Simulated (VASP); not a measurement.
Runs of VASP 6.6.1 on Al7C. The structure is that of space group Fm-3m (No. 225), or close to it. The cells are those of the table. 

| task | cell | k mesh | cutoff (eV) | gap on the mesh (eV) | pressure (GPa) | relaxed volume (Å³/atom) |
| --- | --- | --- | --- | --- | --- | --- |
| relaxation of cell and atoms | relaxed from a = 5.459 Å, angles 60.0°, 8 atoms | 4 × 4 × 4 | 600 | none | 0.0 | (a) |
| single point | a = 5.571 Å, angles 60.0°, 8 atoms | 8 × 8 × 8 | 520 | none | 0.0 | - |
| single point | a = 5.561 Å, angles 60.0°, 8 atoms | 4 × 4 × 4 | 520 | none | 0.0 | - |
| single point | a = 5.459 Å, angles 60.0°, 8 atoms | 4 × 4 × 4 | 520 | none | 5.5 | - |
| relaxation of cell and atoms | relaxed from a = 5.561 Å, angles 60.0°, 8 atoms | 8 × 8 × 8 | 600 | none | -0.1 | 15.29 |

Alike in all rows: level PBE; potentials or basis VASP PAW PBE potentials, release 64 (Al, C); no spin polarisation; smearing gaussian 0.1 eV.

Task: Estimate the missing entries.

Result: (a) 15.20.

A gap of «none» marks levels without a gap at the run's occupations.
